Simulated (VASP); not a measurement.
# Ti (Cmcm) in VASP: notebook

Ti is run at these levels: PBEsol; tasks: single point.

Program: VASP 6.6.1. These are calculated values, not measurements. Logs are shortened: lines on timing, memory, paths and dates and some standing lists are left out, and cuts for length are marked.

## Step 1: The cell of the first run

It takes space group Cmcm (No. 63, orthorhombic). The conventional cell has a = 2.900 Å, b = 4.873 Å, c = 4.591 Å, α = 90.00°, β = 90.00°, γ = 90.00°. Within 3.7 Å of Ti (site symmetry m2m) lie 12 Ti at 2.81 to 2.90 Å.

## Step 2: Single point, PBEsol (strain -0.0300 x Voigt [0, 1, 0, 0, 0, 0])

File INCAR:

```
SYSTEM = Ti
PREC = Accurate
ENCUT = 520
EDIFF = 1E-7
ISMEAR = 0
SIGMA = 0.15
LREAL = .False.
LASPH = .True.
NELM = 60
ALGO = Fast
ISIF = 2
LWAVE = .False.
LCHARG = .False.
GGA = PS
NBANDS = 19
```

File KPOINTS:

```
regular mesh
0
Gamma
  24 24 14
  0 0 0
```

File POSCAR:

```
Ti
1.0
    2.9004352004      0.0000000000      0.0000000000
   -1.4502176002      2.4364950486      0.0000000000
    0.0000000000      0.0000000000      4.5909904469
Ti
2
Direct
    0.3333333333      0.6666666667      0.2500000000
    0.6666666667      0.3333333333      0.7500000000
```

Potentials or basis: VASP PAW PBE potentials, release 64 (Ti_sv).

The run is started by

```bash
$ cat potpaw_PBE.64/Ti_sv/POTCAR > POTCAR
$ mpirun -np 1 vasp_std > vasp.out
```

OUTCAR:

```text
SYSTEM = Ti
   PREC = Accurate
   ENCUT = 520
   EDIFF = 1E-7
   ISMEAR = 0
   LREAL = .False.
   LASPH = .True.
   NELM = 60
   ISIF = 2
   GGA = PS

 ion  position               nearest neighbor table
   1  0.333  0.667  0.250-   2 2.81   2 2.81   2 2.83   2 2.83   2 2.83   2 2.83
   2  0.667  0.333  0.750-   1 2.81   1 2.81   1 2.83   1 2.83   1 2.83   1 2.83

  Warning from LATTYP: Monoclinic adjustment (A1->A3, A2->A1, A3->A2)!
  LATTYP: Found a base centered orthorhombic cell.
 ALAT       =     2.9004352004
 B/A-ratio  =     1.6800892833
 C/A-ratio  =     1.5828626153

  Lattice vectors:

 A1 = (   1.4502176002,  -2.4364950486,   0.0000000000)
 A2 = (   1.4502176002,   2.4364950486,   0.0000000000)
 A3 = (   0.0000000000,   0.0000000000,   4.5909904469)

Analysis of symmetry for initial positions (statically):
=====================================================================
 Subroutine PRICEL returns:
 Original cell was already a primitive cell.

 Routine SETGRP: Setting up the symmetry group for a
 base centered orthorhombic supercell.

 Subroutine GETGRP returns: Found  8 space group operations
 (whereof  4 operations were pure point group operations)
 out of a pool of  8 trial point group operations.

The static configuration has the point symmetry C_2h.
 The point group associated with its full space group is D_2h.

Analysis of symmetry for dynamics (positions and initial velocities):
=====================================================================
 Subroutine PRICEL returns:
 Original cell was already a primitive cell.

 Routine SETGRP: Setting up the symmetry group for a
 base centered orthorhombic supercell.

 Subroutine GETGRP returns: Found  8 space group operations
 (whereof  4 operations were pure point group operations)
 out of a pool of  8 trial point group operations.

The dynamic configuration has the point symmetry C_2h.
 The point group associated with its full space group is D_2h.

 Subroutine INISYM returns: Found  8 space group operations
 (whereof  4 operations are pure point group operations),
 and found     1 'primitive' translations

----------------------------------------------------------------------------------------

                                     Primitive cell

  volume of cell :      32.4441

  direct lattice vectors                    reciprocal lattice vectors
     2.900435200  0.000000000  0.000000000     0.344775846  0.205212812  0.000000000
    -1.450217600  2.436495049  0.000000000     0.000000000  0.410425624  0.000000000
     0.000000000  0.000000000  4.590990447     0.000000000  0.000000000  0.217817922

  length of vectors
     2.900435200  2.835425755  4.590990447     0.401226472  0.410425624  0.217817922

  position of ions in fractional coordinates (direct lattice)
     0.333333333  0.666666667  0.250000000
     0.666666667  0.333333333  0.750000000

  ion indices of the primitive-cell ions
   primitive index   ion index
                 1           1
                 2           2

----------------------------------------------------------------------------------------

 KPOINTS: regular mesh

Automatic generation of k-mesh.
 Grid dimensions read from file:
 generate k-points for:   24   24   14

 Generating k-lattice:

  Cartesian coordinates                     Fractional coordinates (reciprocal lattice)
     0.014365660  0.008550534  0.000000000     0.041666667  0.000000000  0.000000000
     0.000000000  0.017101068  0.000000000     0.000000000  0.041666667  0.000000000
     0.000000000  0.000000000  0.015558423     0.000000000  0.000000000  0.071428571

  Length of vectors
     0.016717770  0.017101068  0.015558423

  Shift w.r.t. Gamma in fractional coordinates (k-lattice)
     0.000000000  0.000000000  0.000000000

 Subroutine IBZKPT returns following result:
 ===========================================

 Found   1256 irreducible k-points:

 Following reciprocal coordinates:
            Coordinates               Weight
  0.000000  0.000000  0.000000      1.000000
  0.041667  0.000000  0.000000      4.000000
  0.083333  0.000000  0.000000      4.000000
  0.125000  0.000000  0.000000      4.000000
  0.166667  0.000000  0.000000      4.000000
  0.208333  0.000000  0.000000      4.000000
[... 16 lines left out ...]
  0.375000  0.041667  0.000000      4.000000
  0.416667  0.041667  0.000000      4.000000
 [... further k-points ...]
   k-points           NKPTS =   1256   k-points in BZ     NKDIM =   1256   number of bands    NBANDS=     19
   number of dos      NEDOS =    301   number of ions     NIONS =      2
   total plane-waves  NPLWV =  20736
   dimension x,y,z NGX =    24 NGY =   24 NGZ =   36
   dimension x,y,z NGXF=    48 NGYF=   48 NGZF=   72
   ions per type =               2
   NGX,Y,Z   is equivalent  to a cutoff of  13.76, 14.07, 13.04 a.u.
   NGXF,Y,Z  is equivalent  to a cutoff of  27.51, 28.14, 26.07 a.u.
 SYSTEM =  Ti
[... 94 lines left out ...]
      3     -24.3068      2.00000
      4     -23.5755      2.00000
      5     -23.5274      2.00000
      6     -23.4634      2.00000
[... 11 lines left out ...]
     18      10.6892      0.00000
     19      12.4655      0.00000

 k-point     4 :       0.1250    0.0000    0.0000
  band No.  band energies     occupation
      1     -47.5431      2.00000
      2     -47.3803      2.00000
      3     -24.2840      2.00000
      4     -23.6223      2.00000
      5     -23.5438      2.00000
      6     -23.5084      2.00000
[... 11 lines left out ...]
     18      10.7106      0.00000
     19      12.5261      0.00000

 k-point     5 :       0.1667    0.0000    0.0000
  band No.  band energies     occupation
      1     -47.5287      2.00000
      2     -47.3746      2.00000
      3     -24.2531      2.00000
      4     -23.6852      2.00000
      5     -23.5718      2.00000
      6     -23.5624      2.00000
[... 11 lines left out ...]
     18      10.9131      0.00000
     19      12.5908      0.00000

 k-point     6 :       0.2083    0.0000    0.0000
  band No.  band energies     occupation
      1     -47.5115      2.00000
      2     -47.3682      2.00000
      3     -24.2155      2.00000
      4     -23.7592      2.00000
      5     -23.6437      2.00000
      6     -23.5839      2.00000
[... 11 lines left out ...]
     18      11.1670      0.00000
     19      12.6521      0.00000

 k-point     7 :       0.2500    0.0000    0.0000
  band No.  band energies     occupation
      1     -47.4925      2.00000
      2     -47.3618      2.00000
      3     -24.1726      2.00000
      4     -23.8391      2.00000
      5     -23.7198      2.00000
      6     -23.6059      2.00000
[... 11 lines left out ...]
     18      11.4574      0.00000
     19      12.7057      0.00000

 k-point     8 :       0.2917    0.0000    0.0000
  band No.  band energies     occupation
      1     -47.4727      2.00000
      2     -47.3561      2.00000
      3     -24.1261      2.00000
      4     -23.9192      2.00000
      5     -23.7947      2.00000
      6     -23.6274      2.00000
[... 256 lines left out ...]
 k-point    20 :       0.2500    0.0417    0.0000
  band No.  band energies     occupation
      1     -47.4803      2.00000
      2     -47.3577      2.00000
      3     -24.1451      2.00000
      4     -23.8837      2.00000
      5     -23.7710      2.00000
      6     -23.6154      2.00000
[... 11 lines left out ...]
     18      11.6752      0.00000
     19      12.7137      0.00000

 k-point    21 :       0.2917    0.0417    0.0000
  band No.  band energies     occupation
      1     -47.4608      2.00000
      2     -47.3528      2.00000
      3     -24.0979      2.00000
      4     -23.9608      2.00000
      5     -23.8405      2.00000
      6     -23.6376      2.00000
[... 11 lines left out ...]
     18      12.0335      0.00000
     19      12.7521      0.00000

 k-point    22 :       0.3333    0.0417    0.0000
  band No.  band energies     occupation
      1     -47.4424      2.00000
      2     -47.3493      2.00000
      3     -24.0508      2.00000
      4     -24.0295      2.00000
      5     -23.9012      2.00000
      6     -23.6574      2.00000
[... 11 lines left out ...]
     18      12.4112      0.00000
     19      12.7808      0.00000

 k-point    23 :       0.3750    0.0417    0.0000
  band No.  band energies     occupation
      1     -47.4263      2.00000
      2     -47.3476      2.00000
      3     -24.0851      2.00000
      4     -24.0071      2.00000
      5     -23.9494      2.00000
      6     -23.6737      2.00000
[... 11 lines left out ...]
     18      12.8008      0.00000
     19      12.8162      0.00000

 k-point    24 :       0.4167    0.0417    0.0000
  band No.  band energies     occupation
      1     -47.4141      2.00000
      2     -47.3473      2.00000
      3     -24.1238      2.00000
      4     -23.9824      2.00000
      5     -23.9719      2.00000
      6     -23.6856      2.00000
[... 11 lines left out ...]
     18      12.8132      0.00000
     19      13.2659      0.00000

 [... further k-points ...]

------------------------ aborting loop because EDIFF is reached ----------------------------------------

  FORCE on cell =-STRESS in cart. coord.  units (eV):
  Direction    XX          YY          ZZ          XY          YZ          ZX
  --------------------------------------------------------------------------------------
  -------------------------------------------------------------------------------------
  Total        0.3944089      1.2502933      0.4496800      0.0000000      0.0000000      0.0000000
  in kB       19.4770084     61.7429546     22.2064481      0.0000000      0.0000000      0.0000000
  external PRESSURE =      34.4754704 kB  Pullay stress =       0.0000000 kB

 VOLUME and BASIS-vectors are now :
 -----------------------------------------------------------------------------
  energy-cutoff  :      520.00
  volume of cell :       32.44
      direct lattice vectors                 reciprocal lattice vectors
     2.900435200  0.000000000  0.000000000     0.344775846  0.205212812  0.000000000
    -1.450217600  2.436495049  0.000000000     0.000000000  0.410425624  0.000000000
     0.000000000  0.000000000  4.590990447     0.000000000  0.000000000  0.217817922

 POSITION                                       TOTAL-FORCE (eV/Angst)
 -----------------------------------------------------------------------------------
     -0.00000      1.62433      1.14775        -0.000000     -0.082574      0.000000
      1.45022      0.81217      3.44324         0.000000      0.082574      0.000000
 -----------------------------------------------------------------------------------
    total drift:                               -0.000000      0.000000     -0.000000

  FREE ENERGIE OF THE ION-ELECTRON SYSTEM (eV)
  ---------------------------------------------------
  free  energy   TOTEN  =       -16.6714741514 eV

  energy  without entropy=      -16.6485740385  energy(sigma->0) =      -16.66002409
```

It took 20 min on 1 thread of Intel Xeon 6975P-C (Granite Rapids), shared host; peak memory 0.69 GiB.

What came out:

| Quantity | Value |
| --- | --- |
| Free energy | -16.6715 eV |
| Pressure | 3.4 GPa |
| Largest force | 0.083 eV/Å |
| Band gap on the k mesh | zero (bands 12 and 13 overlap by 1.19 eV) |

Forces in eV/Å, atoms in the order of the input:
```
Ti   0.000 -0.083  0.000
Ti   0.000  0.083  0.000
```

Levels at points of the mesh, in eV from the Fermi level:
```
           k point  band 10  band 11  band 12  band 13  band 14  band 15
(0.00, 0.00, 0.00)    -2.86     0.63     0.85     0.85     1.05     1.18
(0.50, 0.00, 0.00)    -2.34    -2.05    -0.54     0.55     0.72     1.17
(0.00, 0.50, 0.00)    -2.38    -2.04    -0.33     0.40     0.68     1.37
(0.00, 0.00, 0.50)    -4.44     0.03     0.03     0.57     0.57     0.94
(0.50, 0.00, 0.50)    -2.74    -0.93    -0.93     1.49     1.49     1.98
(0.00, 0.50, 0.50)    -2.72    -0.91    -0.91     1.70     1.70     1.79
```

Caveat: the cell differs from its parent crystal (strain -0.0300 x Voigt [0, 1, 0, 0, 0, 0]); the cell stands under pressure; the PAW data sets were made with another functional, which shifts forces and pressure a little.

## Step 3: Single point, PBEsol (strain -0.0150 x Voigt [0, 1, 0, 0, 0, 0])

File INCAR:

```
SYSTEM = Ti
PREC = Accurate
ENCUT = 520
EDIFF = 1E-6
ISMEAR = 0
SIGMA = 0.15
LREAL = .FALSE.
LASPH = .TRUE.
NELM = 60
ALGO = Fast
ISIF = 2
LWAVE = .FALSE.
LCHARG = .FALSE.
GGA = PS
NBANDS = 19
```

File KPOINTS:

```
regular mesh
0
G
  24 24 14
  0 0 0
```

File POSCAR:

```
Ti
1.0
    2.9004352004      0.0000000000      0.0000000000
   -1.4502176002      2.4741728071      0.0000000000
    0.0000000000      0.0000000000      4.5909904469
Ti
2
Direct
    0.3333333333      0.6666666667      0.2500000000
    0.6666666667      0.3333333333      0.7500000000
```

Potentials or basis: VASP PAW PBE potentials, release 64 (Ti_sv).

The run is started by

```bash
$ cat potpaw_PBE.64/Ti_sv/POTCAR > POTCAR
$ mpirun -np 1 vasp_std > vasp.out
```

Wall time 15 min (1 thread of Intel Xeon 6975P-C (Granite Rapids), shared host); peak memory 0.69 GiB.

The run converged. Its results:

```yaml
Free_energy: -16.6858 eV
Pressure: 1.3 GPa
Largest_force: 0.041 eV/Å
Band_gap_on_the_k_mesh: zero (bands 12 and 13 overlap by 1.23 eV)
```

Forces on the atoms (eV/Å):
```
Ti   0.000 -0.041  0.000
Ti   0.000  0.041  0.000
```

Stress tensor (GPa, compression positive):
```
0.60 0.00 0.00
0.00 2.64 0.00
0.00 0.00 0.72
```

Levels at points of the mesh, in eV from the Fermi level:
```tsv
k point	band 9	band 10	band 11	band 12	band 13	band 14	band 15	band 16
(0.00, 0.00, 0.00)	-6.33	-2.83	0.71	0.87	0.89	0.92	1.25	1.43
(0.50, 0.00, 0.00)	-2.42	-2.31	-2.00	-0.56	0.54	0.66	1.20	3.60
(0.00, 0.50, 0.00)	-2.40	-2.33	-2.00	-0.46	0.44	0.67	1.30	3.64
(0.00, 0.00, 0.50)	-4.41	-4.41	0.06	0.06	0.63	0.63	0.81	0.81
(0.50, 0.00, 0.50)	-2.70	-2.70	-0.90	-0.90	1.46	1.46	1.88	1.88
(0.00, 0.50, 0.50)	-2.68	-2.68	-0.88	-0.88	1.57	1.57	1.79	1.79
```

Caveat: the cell differs from its parent crystal (strain -0.0150 x Voigt [0, 1, 0, 0, 0, 0]); the PAW data sets were made with another functional, which shifts forces and pressure a little.

## Step 4: Single point, PBEsol (strain +0.0450 x Voigt [0, 1, 0, 0, 0, 0])

File INCAR:

```
ALGO = Fast
EDIFF = 1E-6
ENCUT = 520
GGA = PS
ISIF = 2
ISMEAR = 0
LASPH = T
LCHARG = F
LREAL = F
LWAVE = F
NBANDS = 19
NELM = 80
PREC = Accurate
SIGMA = 0.15
```

File KPOINTS:

```
k-points
0
Gamma
  24 24 14
```

File POSCAR:

```
Ti
1.0
    2.9004352004      0.0000000000      0.0000000000
   -1.4502176002      2.6248838410      0.0000000000
    0.0000000000      0.0000000000      4.5909904469
Ti
2
Direct
    0.3333333333      0.6666666667      0.2500000000
    0.6666666667      0.3333333333      0.7500000000
```

The run is started by

```bash
$ cat potpaw_PBE.64/Ti_sv/POTCAR > POTCAR
$ mpirun -np 1 vasp_std > vasp.out
```

Wall time 29 min (1 thread of Intel Xeon Platinum 8124M at 3.00GHz (Skylake/Cascade Lake), shared host); peak memory 0.73 GiB.

It converged, with:

- Free energy: -16.6496 eV
- Pressure: -5.1 GPa
- Largest force: 0.114 eV/Å
- Band gap on the k mesh: zero (bands 12 and 13 overlap by 1.36 eV)

Forces on the atoms (eV/Å):
```
Ti   0.000  0.114  0.000
Ti   0.000 -0.114  0.000
```

Stress tensor (GPa, compression positive):
```
-3.15  0.00  0.00
 0.00 -8.21  0.00
 0.00  0.00 -3.82
```

Levels at points of the mesh, in eV from the Fermi level:
```csv
k point,band 10,band 11,band 12,band 13,band 14,band 15
"(0.00, 0.00, 0.00)",-2.66,0.48,0.98,1.01,1.02,1.08
"(0.50, 0.00, 0.00)",-2.15,-1.80,-0.60,0.24,0.76,1.36
"(0.00, 0.50, 0.00)",-2.14,-1.79,-0.87,0.58,0.65,1.10
"(0.00, 0.00, 0.50)",-4.28,0.18,0.18,0.39,0.39,0.85
"(0.50, 0.00, 0.50)",-2.51,-0.74,-0.74,1.41,1.41,1.58
"(0.00, 0.50, 0.50)",-2.56,-0.78,-0.78,1.12,1.12,1.82
```

Caveat: the cell differs from its parent crystal (strain +0.0450 x Voigt [0, 1, 0, 0, 0, 0]); the cell stands under tension; the PAW data sets were made with another functional, which shifts forces and pressure a little.

## Step 5: Single point, PBEsol (strain +0.0525 x Voigt [0, 1, 0, 0, 0, 0])

File INCAR:

```
SYSTEM = Ti
ALGO = Fast ; EDIFF = 1E-6
ENCUT = 520 ; GGA = PS
ISIF = 2 ; ISMEAR = 0
LASPH = .TRUE. ; LCHARG = .FALSE.
LREAL = .FALSE. ; LWAVE = .FALSE.
NBANDS = 19 ; NELM = 80
PREC = Accurate ; SIGMA = 0.15
```

File KPOINTS:

```
k-points
0
G
  24 24 14
  0 0 0
```

File POSCAR:

```
Ti
1.0
    2.9004352004      0.0000000000      0.0000000000
   -1.4502176002      2.6437227203      0.0000000000
    0.0000000000      0.0000000000      4.5909904469
Ti
2
Direct
    0.3333333333      0.6666666667      0.2500000000
    0.6666666667      0.3333333333      0.7500000000
```

The run is started by

```bash
$ cat potpaw_PBE.64/Ti_sv/POTCAR > POTCAR
$ mpirun -np 1 vasp_std > vasp.out
```

Wall time 33 min (1 thread of Intel Xeon Platinum 8124M at 3.00GHz (Skylake/Cascade Lake), shared host); peak memory 0.73 GiB.

It converged, with:

| Quantity | Value |
| --- | --- |
| Free energy | -16.6361 eV |
| Pressure | -5.6 GPa |
| Largest force | 0.131 eV/Å |
| Band gap on the k mesh | zero (bands 12 and 13 overlap by 1.36 eV) |

Forces in eV/Å, atoms in the order of the input:
```
Ti   0.000  0.131  0.000
Ti   0.000 -0.131  0.000
```

Stress tensor (GPa, compression positive):
```
-3.43  0.00  0.00
 0.00 -9.17  0.00
 0.00  0.00 -4.23
```

Levels at points of the mesh, in eV from the Fermi level:
```
           k point  band 9  band 10  band 11  band 12  band 13  band 14  band 15  band 16
(0.00, 0.00, 0.00)   -6.17    -2.63     0.44     0.99     1.00     1.06     1.08     1.40
(0.50, 0.00, 0.00)   -2.32    -2.13    -1.78    -0.60     0.21     0.78     1.38     3.22
(0.00, 0.50, 0.00)   -2.42    -2.12    -1.76    -0.91     0.60     0.65     1.08     3.17
(0.00, 0.00, 0.50)   -4.26    -4.26     0.20     0.20     0.35     0.35     0.87     0.87
(0.50, 0.00, 0.50)   -2.48    -2.48    -0.72    -0.72     1.40     1.40     1.56     1.56
(0.00, 0.50, 0.50)   -2.54    -2.54    -0.77    -0.77     1.08     1.08     1.82     1.82
```

Caveat: the cell differs from its parent crystal (strain +0.0525 x Voigt [0, 1, 0, 0, 0, 0]); the cell stands under tension; the PAW data sets were made with another functional, which shifts forces and pressure a little.

## Step 6: Summary

| cell | further INCAR settings | gap on the mesh (eV) | pressure (GPa) | largest force (eV/Å) |
| --- | --- | --- | --- | --- |
| a = 2.900, b = 2.835, c = 4.591 Å, angles 90.0, 90.0, 120.8°, 2 atoms | ALGO = Fast; EDIFF = 1e-07; NBANDS = 19 | none | 3.4 | 0.08 |
| a = 2.900, b = 2.868, c = 4.591 Å, angles 90.0, 90.0, 120.4°, 2 atoms | ALGO = Fast; EDIFF = 1e-06; NBANDS = 19 | none | 1.3 | 0.04 |
| a = 2.900, b = 2.999, c = 4.591 Å, angles 90.0, 90.0, 118.9°, 2 atoms | ALGO = Fast; EDIFF = 1e-06; NBANDS = 19 | none | -5.1 | 0.11 |
| a = 2.900, b = 3.015, c = 4.591 Å, angles 90.0, 90.0, 118.7°, 2 atoms | ALGO = Fast; EDIFF = 1e-06; NBANDS = 19 | none | -5.6 | 0.13 |

Alike in all rows: task single point; level PBEsol; potentials or basis VASP PAW PBE potentials, release 64 (Ti_sv); no spin polarisation; k mesh 24 × 24 × 14; cutoff (eV) 520; smearing gaussian 0.15 eV.

Caveats: the PAW data sets were made with another functional, which shifts forces and pressure a little; the cell stands under tension (at least some runs); the cell stands under pressure (at least some runs).

Absolute energies hang on the potentials; compare differences alone.
